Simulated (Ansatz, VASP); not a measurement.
Two plane-wave programs on Si4O7

```xyz
11
Lattice="5.0800 0.0000 0.0000 0.0000 5.0800 0.0000 0.0000 0.0000 7.0915" Properties=species:S:1:pos:R:3 pbc="T T T"
Si    1.4957    1.4957    0.0000
Si    1.0443    4.0357    1.7729
Si    3.5843    3.5843    3.5457
Si    4.0357    1.0443    5.3186
O     2.0593    3.7641    3.0127
O     3.8559    4.5992    4.7856
O     3.0207    1.3159    6.5584
O     3.7641    2.0593    4.0788
O     4.9357    3.8974    2.0955
O     1.3159    3.0207    0.5331
O     0.4807    1.2241    5.8517
```

Change from the starting cell: O vacancy; atom 9 moved 0.125 of the way to it and -0.225 Å across, host rigid.

Alike in both runs: task single point; functional PBE; k mesh 4 × 4 × 4; occupations gaussian, width 0.05 eV; no spin polarisation.

|  | VASP | Ansatz |
| --- | --- | --- |
| version | VASP 6.6.1 | Ansatz 0.2.0 |
| potentials or method | VASP PAW PBE potentials, release 64 (Si, O), cutoff 520 eV | scalar-relativistic, plane waves, PAW |
| valence electrons in the cell | 58 | 58 |

VASP gave:

```
gap on the k mesh at the Fermi level (eV)                     : 2.35
least direct gap on the mesh (eV)                             : 2.44
pressure (GPa)                                                : 11.0
traceless stress, the component that is largest in VASP (GPa) : 24.50
rms of the force components (eV/Å)                            : 9.403
```

Task: Estimate Ansatz's values.

Result: gap on the k mesh at the Fermi level (eV): 2.32; least direct gap on the mesh (eV): 2.43; pressure (GPa): 11.6; traceless stress, the component that is largest in VASP (GPa): 25.42; rms of the force components (eV/Å): 9.764.

Atom by atom the forces differ by 0.368 eV/Å (rms over components). With one functional, cell and mesh, what is left measures potentials, basis and numerics.
